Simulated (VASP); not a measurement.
Write the native input for VASP 6.6.1 that does the following.

| Property | Result |
| --- | --- |
| Task | single point |
| Functional | LDA |
| Potentials or basis | VASP PAW LDA potentials, release 64 (Mg, O) |
| Cutoff | 520 eV |
| k mesh | 2 × 2 × 2 |
| Occupations | fermi-dirac, width 0.05 eV |
| Spin | collinear spin |
| Starting moments | [0.0, 0.0, 0.0, 0.0, 0.0, 0.0, 0.0, 0.0, 0.0, 0.0, 0.0, 0.0, 0.0, 0.0, 0.0, 0.0, 1.0] μB |
| Dipole correction | no |
| Further INCAR settings | LREAL = Auto; ALGO = Normal; EDIFF = 1e-06; NBANDS = 53 |

The structure of Mg8O9 (a cell with a defect) lies in POSCAR:

```
Mg8O9
1.0
    0.0000000000      3.8990000000      3.8990000000
    3.8990000000      0.0000000000      3.8990000000
    3.8990000000      3.8990000000      0.0000000000
Mg O
8 9
Direct
   -0.0047301498      0.0196302559     -0.0096788763
    0.0319368601     -0.0098696281      0.4959815733
    0.0318256289      0.5253419580     -0.0391854386
    0.0023038181      0.5125590219      0.4833802443
    0.5120698306      0.0028582680     -0.0264024027
    0.4824266433     -0.0099596606      0.4960453221
    0.4823247371      0.5254763918     -0.0392934047
    0.5191583970      0.4956854028      0.4664780806
    0.2571583281      0.2577753666      0.2283801311
    0.2572179597      0.2576956771      0.7284260772
    0.2571951145      0.7576540775      0.2284568228
    0.2570798961      0.7577803711      0.7283367933
    0.7571774868      0.1365363520      0.3495755399
    0.7571390713      0.2577983751      0.7284082889
    0.7571666517      0.7576302486      0.2285709271
    0.7572198214      0.7576695039      0.7285305477
    0.7570820050      0.3788500184      1.1071942740
```

One way to write it, as run:

INCAR

```
SYSTEM = Mg8O9
  ALGO = Normal
  EDIFF = 1E-6
  ENCUT = 520
  ISIF = 2
  ISMEAR = -1
  ISPIN = 2
  LASPH = .True.
  LCHARG = .False.
  LORBIT = 11
  LREAL = Auto
  LWAVE = .False.
  MAGMOM = 0 0 0 0 0 0 0 0 0 0 0 0 0 0 0 0 1
  NBANDS = 53
  NELM = 150
  PREC = Accurate
  SIGMA = 0.05
```

KPOINTS

```
k-points
0
Gamma
  2 2 2
  0 0 0
```

Potentials or basis: VASP PAW LDA potentials, release 64 (Mg, O).

Run with:

```bash
$ cat potpaw_LDA.64/Mg/POTCAR potpaw_LDA.64/O/POTCAR > POTCAR
$ mpirun -np 1 vasp_std > vasp.out
```

Results of the run:

| Property | Result |
| --- | --- |
| Pressure | 80.1 GPa |
| Largest force | 0.424 eV/Å |
| Band gap on the k mesh | 5.76 eV |
| Net moment | 0.00 μB per cell |
| Valence electrons inside the program's atomic spheres | Mg 0.61, 0.76, 0.62; O 5.23, 5.34, 5.30, 5.24 |

Caveat: the k points lie up to 0.70 Å⁻¹ apart.

Run time: 110 s on 1 thread of AMD EPYC 9R45 96-Core Processor (Zen 5), with other jobs on the host, peak memory 0.23 GiB.
